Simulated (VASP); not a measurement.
# BN (R3m) in VASP: G0W0 quasiparticle levels with PBE

Aim: the G0W0 quasiparticle levels of BN with PBE.

All numbers are computed with VASP 6.6.1; they aren't measurements. Logs are shortened: lines on timing, memory, paths and dates and some standing lists are left out, and cuts for length are marked.

## (1) The cell of the first run

Symmetry: R3m, No. 160, trigonal system. Conventional cell: a = 2.501 Å, b = 2.501 Å, c = 6.272 Å, α = 90.00°, β = 90.00°, γ = 120.00°. Within 2.0 Å of B (site symmetry 3m) lie 4 N at 1.54 to 1.57 Å. Within 2.0 Å of N (site symmetry 3m) lie 4 B at 1.54 to 1.57 Å.

## (2) G0W0 quasiparticle levels, PBE

The input, POSCAR:

```
BN
1.0
    0.0279397916      1.7966687473      1.7966687473
    1.7966687473      0.0279397916      1.7966687473
    1.7966687473      1.7966687473      0.0279397916
B N
1 1
Direct
    0.0001412061      0.0001412061      0.0001412061
    0.2498587939      0.2498587939      0.2498587939
```

The input, INCAR.step1:

```
  ALGO = Normal
  EDIFF = 1E-8
  ENCUT = 500
  GGA = PE
  ISMEAR = 0
  LASPH = T
  LCHARG = F
  LREAL = F
  LWAVE = T
  NELM = 80
  PREC = Accurate
  SIGMA = 0.01
```

The input, INCAR.step2:

```
  ALGO = Exact
  EDIFF = 1E-8
  ENCUT = 500
  GGA = PE
  ISMEAR = 0
  ISTART = 1
  LASPH = T
  LCHARG = F
  LOPTICS = T
  LREAL = F
  LWAVE = T
  NBANDS = 51
  NELM = 1
  PREC = Accurate
  SIGMA = 0.01
```

The input, INCAR.step3:

```
  ALGO = EVGW0
  EDIFF = 1E-8
  ENCUT = 500
  ENCUTGW = 150.0
  GGA = PE
  ISMEAR = 0
  ISTART = 1
  LASPH = T
  LCHARG = F
  LREAL = F
  LWAVE = F
  NBANDS = 51
  NBANDSGW = 12
  NELMGW = 1
  NOMEGA = 48
  PREC = Accurate
  PRECFOCK = Fast
  SIGMA = 0.01
```

The input, KPOINTS:

```
k-points
0
Gamma
  6 6 6
```

Potentials or basis: VASP PAW PBE potentials, release 64 (B_GW, N_GW).

On the command line:

```sh
$ cat potpaw_PBE.64/B_GW/POTCAR potpaw_PBE.64/N_GW/POTCAR > POTCAR
$ cp INCAR.step1 INCAR
$ mpirun -np 1 vasp_std > vasp.out
$ cp INCAR.step2 INCAR
$ mpirun -np 1 vasp_std > vasp.out
$ cp INCAR.step3 INCAR
$ mpirun -np 1 vasp_std > vasp.out
```

OUTCAR:

```text
EDIFF = 1E-8
   ENCUT = 500
   ENCUTGW = 150.0
   GGA = PE
   ISMEAR = 0
   ISTART = 1
   LASPH = T
   LREAL = F
   NELMGW = 1
   PREC = Accurate
   PRECFOCK = Fast

 ion  position               nearest neighbor table
   1  0.000  0.000  0.000-   2 1.54   2 1.54   2 1.54   2 1.57
   2  0.250  0.250  0.250-   1 1.54   1 1.54   1 1.54   1 1.57

  LATTYP: Found a trigonal (rhomboedric) cell.
 ALAT       =     2.5410269198
 COS(alpha) =     0.5154885561

  Lattice vectors:

 A1 = (   0.0279397916,   1.7966687473,   1.7966687473)
 A2 = (   1.7966687473,   0.0279397916,   1.7966687473)
 A3 = (   1.7966687473,   1.7966687473,   0.0279397916)

Analysis of symmetry for initial positions (statically):
=====================================================================
 Subroutine PRICEL returns:
 Original cell was already a primitive cell.

 Routine SETGRP: Setting up the symmetry group for a
 trigonal (rhombohedral) supercell.

 Subroutine GETGRP returns: Found  6 space group operations
 (whereof  6 operations were pure point group operations)
 out of a pool of 12 trial point group operations.

The static configuration has the point symmetry C_3v.

Analysis of symmetry for dynamics (positions and initial velocities):
=====================================================================
 Subroutine PRICEL returns:
 Original cell was already a primitive cell.

 Routine SETGRP: Setting up the symmetry group for a
 trigonal (rhombohedral) supercell.

 Subroutine GETGRP returns: Found  6 space group operations
 (whereof  6 operations were pure point group operations)
 out of a pool of 12 trial point group operations.

The dynamic configuration has the point symmetry C_3v.

 Subroutine INISYM returns: Found  6 space group operations
 (whereof  6 operations are pure point group operations),
 and found     1 'primitive' translations

----------------------------------------------------------------------------------------

                                     Primitive cell
[... 90 lines left out ...]
   NELM   =     60;   NELMIN=  2; NELMDL=  0     # of ELM steps
   EDIFF  = 0.1E-07   stopping-criterion for ELM
   LREAL  =      F    real-space projection
   EDIFFG = 0.1E-06   stopping-criterion for IOM
   NSW    =      0    number of steps for IOM
   IBRION =     -1    ionic relax: 0-MD 1-quasi-New 2-CG
   NFREE  =      0    steps in history (QN), initial steepest desc. (CG)
   ISIF   =      0    stress and relaxation
   ISYM   =      3    0-nonsym 1-usesym 2-fastsym
   POTIM  = 0.5000    time-step for ionic-motion
   TEBEG  =    0.0;   TEEND  =   0.0 temperature during run
   PSTRESS=    0.0 pullay stress
   NELECT =       8.0000    total number of electrons
   NUPDOWN=      -1.0000    fix difference up-down
   EMIN   =  10.00;   EMAX   =-10.00  energy-range for DOS
   EFERMI =   0.00;   METHOD = LEGACY
   ISMEAR =     0;   SIGMA  =   0.01  broadening in eV -4-tet -1-fermi 0-gaus
   EFERMI_NEDOS =   21; number of points for ismear=-14 and -15
   IALGO  =     38    algorithm
   IMIX   =      4    mixing-type and parameters
     AMIX     =   0.40;   BMIX     =  1.00
     AMIX_MAG =   1.60;   BMIX_MAG =  1.00
  volume/ion in A,a.u.               =       5.66        38.23
  Fermi-wavevector in a.u.,A,eV,Ry     =   1.457841  2.754919 28.916452  2.125299
  Thomas-Fermi vector in A             =   2.574595
   LORBIT       =      0    0 simple, 1 ext, 2 COOP (PROOUT), +10 PAW based schemes
   GGA     = PE    functional components
   LHFCALC =     T    Hartree Fock is set to
   PRECFOCK=fast      Normal, Fast or Accurate (Low or Medium for compatibility)
   ENCUT4O =  -1.0   cutoff for four orbital integrals eV
   NKREDX  =     1    reduce k-point grid by
   NKREDY  =     1    reduce k-point grid by
   NKREDZ  =     1    reduce k-point grid by
   AEXX    =    1.0000 exact exchange contribution
   HFSCREEN=    0.0000 screening length (either q_TF or 0.3 A-1)
   HFSCREENC=   0.0000 screening length for correlation (either q_TF or 0.3 A-1)
   ENCUTFOCK=  -1.0 apply spherical cutoff to Coloumb kernel
   IVDW    =     0    specifies the selected vdW correction
   LEPSILON=     F    determine dielectric tensor
   LRPA    =     F    only Hartree local field effects (RPA)
   LRPAFORCE           =     F    calculate RPA forces
   ENCUTGW             = 150.0    cutoff for response function in eV
   ENCUTGWSOFT         = 120.0    soft cutoff for Coulomb kernel in GW response function in eV
   ENCUTLF             =  -1.0    cutoff for local field effects
   NELMGW              =     1    number of iterations in solving QP/BSE equation
   NELMHF              =     1    number of iterations in the inner HF iteration
   NKREDLFX            =     1    NKREDLFY  =   1   NKREDLFZ  =   1
 non-spin polarized calculation
 Gauss-broadening in eV      SIGMA  =   0.01
  energy-cutoff  :      500.00
  volume of cell :       11.33
 maximum number of plane-waves:       297
 NGX is ok and might be reduce to    20
  NGX = 12; NGY = 12; NGZ = 12
   NGX =  9   NGY =  9   NGZ =  9
 maximum number of plane-waves:        59
 NGX is ok and might be reduce to    12

 QP shifts <psi_nk| G(iteration)W_0 |psi_nk>: iteration 1
 for sc-GW calculations column KS-energies equals QP-energies in previous step
 and V_xc(KS)=  KS-energies - (<T + V_ion + V_H > + <T+V_H+V_ion>^1  + <V_x>^1)

 k-point   1 :       0.0000    0.0000    0.0000
  band No.  KS-energies  QP-energies   sigma(KS)   V_xc(KS)     V^pw_x(r,r')   Z            occupation Imag(sigma)

      1     -12.7304     -14.7408     -18.1729     -15.5865     -26.7103       0.7773       2.0000       1.4674
      2       7.8882       7.1250     -19.2679     -18.3463     -21.9454       0.8282       2.0000       0.0887
      3       8.0321       7.2732     -19.3796     -18.4627     -22.1344       0.8275       2.0000       0.0909
      4       8.0321       7.2732     -19.3796     -18.4627     -22.1344       0.8275       2.0000       0.0909
      5      16.4697      17.8225     -12.3120     -13.9304      -7.2444       0.8359       0.0000      -0.1089
      6      17.2175      18.6313     -12.2783     -13.9724      -7.1061       0.8346       0.0000      -0.1126
      7      17.2175      18.6313     -12.2783     -13.9724      -7.1061       0.8346       0.0000      -0.1126
      8      19.1490      20.3980     -13.9517     -15.4812      -8.2677       0.8166       0.0000      -0.1413
      9      33.5205      34.0908     -10.8903     -11.6060      -3.3524       0.7969       0.0000      -0.6188
     10      36.2870      37.6021     -11.9635     -13.5309      -5.5708       0.8390       0.0000      -0.5774
     11      36.2870      37.6021     -11.9635     -13.5309      -5.5708       0.8390       0.0000      -0.5774
     12      36.6332      37.3581     -10.4712     -11.3430      -3.1600       0.8315       0.0000      -0.9354
[... 356 lines left out ...]
      1      -6.6384      -8.2081     -19.6462     -17.5652     -27.0398       0.7543       2.0000       0.6750
      2      -0.4601      -2.0782     -17.6586     -15.6022     -22.3199       0.7869       2.0000       0.2059
      3       1.4683       0.0993     -17.3638     -15.6603     -21.2302       0.8036       2.0000       0.1507
      4       1.6357       0.2748     -17.4340     -15.7418     -21.3124       0.8042       2.0000       0.1495
      5      15.8926      16.9457     -12.7876     -14.0454      -7.9654       0.8372       0.0000      -0.1079
      6      20.3573      21.5241     -12.1760     -13.5779      -6.6717       0.8322       0.0000      -0.1325
      7      23.5593      25.1985     -13.2503     -15.3134      -6.4850       0.7945       0.0000      -0.2269
      8      25.4217      27.1804     -13.6046     -15.8411      -6.5977       0.7864       0.0000      -0.2581
      9      28.2285      29.9327     -14.2387     -16.4266      -6.8689       0.7789       0.0000      -0.3521
     10      34.6430      36.2332     -12.1059     -14.0899      -4.2970       0.8015       0.0000      -0.7600
     11      38.8610      39.9904     -11.7169     -13.0833      -4.2755       0.8266       0.0000      -0.9844
     12      42.1654      43.5598     -11.4699     -13.1611      -3.9241       0.8245       0.0000      -1.0869

 [... further k-points ...]
```

OUTCAR.step1:

```text
EDIFF = 1E-8
   ENCUT = 500
   GGA = PE
   ISMEAR = 0
   LASPH = T
[... 486 lines left out ...]
 -----------------------------------------------------------------------------------
      0.00051      0.00051      0.00051         0.017288      0.017288      0.017288
      0.90481      0.90481      0.90481        -0.017288     -0.017288     -0.017288
 -----------------------------------------------------------------------------------
    total drift:                                0.000026      0.000026      0.000026

  FREE ENERGIE OF THE ION-ELECTRON SYSTEM (eV)
  ---------------------------------------------------
  free  energy   TOTEN  =       -17.4101460571 eV

  energy  without entropy=      -17.4101460571  energy(sigma->0) =      -17.41014606
```

Run time: 1.8 min. Hardware: 1 thread of Intel Xeon Platinum 8275CL at 3.00GHz (Skylake/Cascade Lake), shared host; peak memory 0.24 GiB.

Results:

| Property | Result |
| --- | --- |
| Quasiparticle gap | 5.95 eV |
| Least direct quasiparticle gap | 10.55 eV |
| Band gap of the starting levels on the mesh | 4.44 eV |
| Least direct gap of the starting levels on the mesh | 8.44 eV |

Caveat: the k points lie up to 0.51 Å⁻¹ apart; bands, screening cutoff and mesh are small and nothing is extrapolated, so the quasiparticle values aren't converged.
